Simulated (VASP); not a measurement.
# AlN (F-43m) in VASP: notebook

The runs below take AlN through relaxation of cell and atoms, with PBE.

Everything below comes from runs of VASP 6.6.1. Logs are shortened: lines on timing, memory, paths and dates and some standing lists are left out, and cuts for length are marked.

## 1. The cell of the first run

The structure is cubic, space group F-43m (No. 216). Conventional cell: a = 4.179 Å, b = 4.179 Å, c = 4.179 Å, α = 90.00°, β = 90.00°, γ = 90.00°. Within 2.4 Å of Al (site symmetry -43m) lie 4 N at 1.81 Å. Within 2.4 Å of N (site symmetry -43m) lie 4 Al at 1.81 Å.

## 2. Relaxation of cell and atoms, PBE, target pressure 40 GPa, at which the enthalpy is minimised

INCAR

```
SYSTEM = AlN
ALGO = Normal ; EDIFF = 1E-6
EDIFFG = -0.008 ; ENCUT = 600
GGA = PE ; IBRION = 2
ISIF = 3 ; ISMEAR = 0
LASPH = .True. ; LCHARG = .False.
LREAL = .False. ; LWAVE = .False.
NELM = 60 ; NSW = 70
PREC = Accurate ; PSTRESS = 400.0
SIGMA = 0.02
```

KPOINTS

```
k-points
0
Gamma
  10 10 10
  0 0 0
```

POSCAR

```
AlN
1.0
    0.0000000000      2.0894575392      2.0894575392
    2.0894575392      0.0000000000      2.0894575392
    2.0894575392      2.0894575392      0.0000000000
Al N
1 1
Direct
    0.0000000000      0.0000000000      0.0000000000
    0.7500000000      0.7500000000      0.7500000000
```

Potentials or basis: VASP PAW PBE potentials, release 64 (Al, N).

The run is started by

```
cat potpaw_PBE.64/Al/POTCAR potpaw_PBE.64/N/POTCAR > POTCAR
mpirun -np 1 vasp_std > vasp.out
```

OUTCAR:

```text
SYSTEM = AlN
   EDIFF = 1E-6
   EDIFFG = -0.008
   ENCUT = 600
   GGA = PE
   IBRION = 2
   ISIF = 3
   ISMEAR = 0
   LASPH = .True.
   LREAL = .False.
   NELM = 60
   NSW = 70
   PREC = Accurate
   PSTRESS = 400.0

 ion  position               nearest neighbor table
   1  0.000  0.000  0.000-   2 1.81   2 1.81   2 1.81   2 1.81
   2  0.750  0.750  0.750-   1 1.81   1 1.81   1 1.81   1 1.81

  LATTYP: Found a face centered cubic cell.
 ALAT       =     4.1789150784

  Lattice vectors:

 A1 = (   0.0000000000,   2.0894575392,   2.0894575392)
 A2 = (   2.0894575392,   0.0000000000,   2.0894575392)
 A3 = (   2.0894575392,   2.0894575392,   0.0000000000)

Analysis of symmetry for initial positions (statically):
=====================================================================
 Subroutine PRICEL returns:
 Original cell was already a primitive cell.

 Routine SETGRP: Setting up the symmetry group for a
 face centered cubic supercell.

 Subroutine GETGRP returns: Found 24 space group operations
 (whereof 24 operations were pure point group operations)
 out of a pool of 48 trial point group operations.

The static configuration has the point symmetry T_d .

Analysis of symmetry for dynamics (positions and initial velocities):
=====================================================================
 Subroutine PRICEL returns:
 Original cell was already a primitive cell.

 Routine SETGRP: Setting up the symmetry group for a
 face centered cubic supercell.

 Subroutine GETGRP returns: Found 24 space group operations
 (whereof 24 operations were pure point group operations)
 out of a pool of 48 trial point group operations.

The dynamic configuration has the point symmetry T_d .

 Subroutine INISYM returns: Found 24 space group operations
 (whereof 24 operations are pure point group operations),
 and found     1 'primitive' translations

----------------------------------------------------------------------------------------

                                     Primitive cell

  volume of cell :      18.2444

  direct lattice vectors                    reciprocal lattice vectors
     0.000000000  2.089457539  2.089457539    -0.239296559  0.239296559  0.239296559
     2.089457539  0.000000000  2.089457539     0.239296559 -0.239296559  0.239296559
     2.089457539  2.089457539  0.000000000     0.239296559  0.239296559 -0.239296559

  length of vectors
     2.954939190  2.954939190  2.954939190     0.414473799  0.414473799  0.414473799

  position of ions in fractional coordinates (direct lattice)
     0.000000000  0.000000000  0.000000000
     0.750000000  0.750000000  0.750000000

  ion indices of the primitive-cell ions
   primitive index   ion index
                 1           1
                 2           2

----------------------------------------------------------------------------------------

 KPOINTS: k-points

Automatic generation of k-mesh.
 Grid dimensions read from file:
 generate k-points for:   10   10   10

 Generating k-lattice:

  Cartesian coordinates                     Fractional coordinates (reciprocal lattice)
    -0.023929656  0.023929656  0.023929656     0.100000000  0.000000000  0.000000000
     0.023929656 -0.023929656  0.023929656     0.000000000  0.100000000  0.000000000
     0.023929656  0.023929656 -0.023929656     0.000000000  0.000000000  0.100000000

  Length of vectors
     0.041447380  0.041447380  0.041447380

  Shift w.r.t. Gamma in fractional coordinates (k-lattice)
     0.000000000  0.000000000  0.000000000

 Subroutine IBZKPT returns following result:
 ===========================================

 Found     47 irreducible k-points:

 Following reciprocal coordinates:
            Coordinates               Weight
  0.000000  0.000000  0.000000      1.000000
  0.100000  0.000000  0.000000      8.000000
  0.200000  0.000000  0.000000      8.000000
  0.300000  0.000000  0.000000      8.000000
  0.400000  0.000000  0.000000      8.000000
  0.500000  0.000000  0.000000      4.000000
[... 16 lines left out ...]
  0.300000  0.300000  0.000000      6.000000
  0.400000  0.300000  0.000000     24.000000
 [... further k-points ...]
   k-points           NKPTS =     47   k-points in BZ     NKDIM =     47   number of bands    NBANDS=      8
   number of dos      NEDOS =    301   number of ions     NIONS =      2
   total plane-waves  NPLWV =  13824
   dimension x,y,z NGX =    24 NGY =   24 NGZ =   24
   dimension x,y,z NGXF=    48 NGYF=   48 NGZF=   48
   ions per type =               1   1
   NGX,Y,Z   is equivalent  to a cutoff of  13.50, 13.50, 13.50 a.u.
   NGXF,Y,Z  is equivalent  to a cutoff of  27.00, 27.00, 27.00 a.u.
 SYSTEM =  AlN
   PREC   = accura    normal or accurate (medium, high low for compatibility)
   ISTART =      0    job   : 0-new  1-cont  2-samecut
   ICHARG =      2    charge: 1-file 2-atom 10-const
   ISPIN  =      1    spin polarized calculation?
   LNONCOLLINEAR =      F non collinear calculations
   LSORBIT =      F    spin-orbit coupling
   LASPH  =      T    aspherical Exc in radial PAW
   ENCUT  =  600.0 eV  44.10 Ry    6.64 a.u.   5.90  5.90  5.90*2*pi/ulx,y,z
   NELM   =     60;   NELMIN=  2; NELMDL= -5     # of ELM steps
   EDIFF  = 0.1E-05   stopping-criterion for ELM
   LREAL  =      F    real-space projection
   EDIFFG = -.8E-02   stopping-criterion for IOM
   NSW    =     70    number of steps for IOM
   IBRION =      2    ionic relax: 0-MD 1-quasi-New 2-CG
   NFREE  =      1    steps in history (QN), initial steepest desc. (CG)
   ISIF   =      3    stress and relaxation
   ISYM   =      2    0-nonsym 1-usesym 2-fastsym
   POTIM  = 0.5000    time-step for ionic-motion
   TEBEG  =    0.0;   TEEND  =   0.0 temperature during run
   PSTRESS=  400.0 pullay stress
   NELECT =       8.0000    total number of electrons
   NUPDOWN=      -1.0000    fix difference up-down
   EMIN   =  10.00;   EMAX   =-10.00  energy-range for DOS
   EFERMI =   0.00;   METHOD = LEGACY
   ISMEAR =     0;   SIGMA  =   0.02  broadening in eV -4-tet -1-fermi 0-gaus
   EFERMI_NEDOS =   21; number of points for ismear=-14 and -15
   IALGO  =     38    algorithm
   IMIX   =      4    mixing-type and parameters
     AMIX     =   0.40;   BMIX     =  1.00
     AMIX_MAG =   1.60;   BMIX_MAG =  1.00
  volume/ion in A,a.u.               =       9.12        61.56
  Fermi-wavevector in a.u.,A,eV,Ry     =   1.243735  2.350319 21.046544  1.546877
  Thomas-Fermi vector in A             =   2.378033
   LORBIT       =      0    0 simple, 1 ext, 2 COOP (PROOUT), +10 PAW based schemes
   GGA     = PE    functional components
   LHFCALC =     F    Hartree Fock is set to
   AEXX    =    0.0000 exact exchange contribution
   IVDW    =     0    specifies the selected vdW correction
   LEPSILON=     F    determine dielectric tensor
   LRPA    =     F    only Hartree local field effects (RPA)
 conjugate gradient relaxation of ions
 non-spin polarized calculation
 Gauss-broadening in eV      SIGMA  =   0.02
  energy-cutoff  :      600.00
  volume of cell :       18.24
 maximum number of plane-waves:       620
   NGX = 11   NGY = 11   NGZ = 11

--------------------------------------- Ionic step        1  -------------------------------------------

 number of electron       8.0000002 magnetization

 Free energy of the ion-electron system (eV)
  ---------------------------------------------------
  ext. energy  EPLUGINS =         0.00000000
  ---------------------------------------------------
  free energy    TOTEN  =       -14.50261033 eV

  energy without entropy =      -14.50261033  energy(sigma->0) =      -14.50261033

------------------------ aborting loop because EDIFF is reached ----------------------------------------

  FORCE on cell =-STRESS in cart. coord.  units (eV):
  Direction    XX          YY          ZZ          XY          YZ          ZX
  --------------------------------------------------------------------------------------
  -------------------------------------------------------------------------------------
  Total        4.6375995      4.6375995      4.6375995      0.0000000      0.0000000      0.0000000
  in kB      407.2613283    407.2613283    407.2613283      0.0000000      0.0000000      0.0000000
  external PRESSURE =       7.2613283 kB  Pullay stress =     400.0000000 kB
[... 61 lines left out ...]
  enthalpy is  TOTEN    =        -9.9475091955 eV   P V=        4.5822215927

--------------------------------------- Ionic step        3  -------------------------------------------

 number of electron       8.0000001 magnetization

 Free energy of the ion-electron system (eV)
  ---------------------------------------------------
  ext. energy  EPLUGINS =         0.00000000
  ---------------------------------------------------
  free energy    TOTEN  =       -14.51254801 eV

  energy without entropy =      -14.51254801  energy(sigma->0) =      -14.51254801

 E-fermi :   7.3909     XC(G=0): -11.5170

 val. band max:        7.2704099782   @ k =   0.0000   0.0000   0.0000
 cond. band min:      10.6445817849   @ k =   0.5000   0.5000   0.0000
 fundamental gap:      3.3741718067
 Fermi energy:         7.3909335564

 k-point     1 :       0.0000    0.0000    0.0000
  band No.  band energies     occupation
      1      -8.5056      2.00000
      2       7.2704      2.00000
      3       7.2704      2.00000
      4       7.2704      2.00000
      5      12.6765      0.00000
      6      21.1821      0.00000
      7      21.1821      0.00000
      8      21.1821      0.00000
[... 243 lines left out ...]
 k-point    24 :       0.4000    0.3000    0.0000
  band No.  band energies     occupation
      1      -6.1244      2.00000
      2       2.8437      2.00000
      3       5.4333      2.00000
      4       5.7635      2.00000
      5      12.4706      0.00000
      6      17.6621      0.00000
      7      21.2464      0.00000
      8      23.3462      0.00000

 [... further k-points ...]
[... 5 lines left out ...]
  --------------------------------------------------------------------------------------
  -------------------------------------------------------------------------------------
  Total        4.5660021      4.5660021      4.5660021      0.0000000      0.0000000      0.0000000
  in kB      400.1089532    400.1089532    400.1089532      0.0000000      0.0000000      0.0000000
  external PRESSURE =       0.1089532 kB  Pullay stress =     400.0000000 kB
[... 17 lines left out ...]
  FREE ENERGIE OF THE ION-ELECTRON SYSTEM (eV)
  ---------------------------------------------------
  free  energy   TOTEN  =       -14.5125480143 eV

  energy  without entropy=      -14.5125480143  energy(sigma->0) =      -14.51254801

  enthalpy is  TOTEN    =        -9.9477892337 eV   P V=        4.5647587806

 reached required accuracy - stopping structural energy minimisation
```

It took 4.9 s on 1 thread of Intel Xeon 6975P-C (Granite Rapids), shared host; peak memory 0.14 GiB.

Results:

- Free energy: -14.5125 eV
- Relaxed volume: 9.14 Å³/atom
- Relaxed cell: a = 2.957 Å, b = 2.957 Å, c = 2.957 Å, α = 60.00°, β = 60.00°, γ = 60.00°
- Space group after relaxing (to 0.05 Å): F-43m (No. 216)
- Energy change on relaxing (the enthalpy is what falls): -5.0 meV/atom
- Ionic steps: 3
- Pressure after relaxing: 40.0 GPa
- Band gap on the k mesh: 3.37 eV, indirect (least direct gap 5.28 eV)

Step by step:
| step | energy change (eV) | largest force (eV/Å) | pressure (GPa) | volume (Å³) |
| --- | --- | --- | --- | --- |
| 1 | 0.0000 | 0.0000 | 40.73 | 18.24 |
| 2 | -0.0271 | 0.0000 | 38.72 | 18.35 |
| 3 | -0.0099 | 0.0000 | 40.01 | 18.28 |

Final structure:
```xyz
2
Lattice="0.0000 2.0910 2.0910 2.0910 0.0000 2.0910 2.0910 2.0910 0.0000" Properties=species:S:1:pos:R:3 pbc="T T T"
Al    0.0000    0.0000    0.0000
N     3.1364    3.1364    3.1364
```

Levels at points of the mesh, in eV from the valence-band top:
| k point | band 1 | band 2 | band 3 | band 4 | band 5 | band 6 | band 7 | band 8 |
| --- | --- | --- | --- | --- | --- | --- | --- | --- |
| (0.00, 0.00, 0.00) | -15.78 | 0.00 | 0.00 | 0.00 | 5.41 | 13.91 | 13.91 | 13.91 |
| (0.50, 0.00, 0.00) | -13.31 | -6.43 | -0.49 | -0.49 | 8.60 | 10.78 | 11.99 | 11.99 |
| (0.50, 0.50, 0.00) | -12.55 | -5.33 | -1.91 | -1.91 | 3.37 | 9.41 | 15.87 | 17.42 |

Caveat: the cell is relaxed towards a set pressure, so the enthalpy falls and the energy may rise. A k mesh can miss the band edges.

(Part 1 of 2 ends here.)
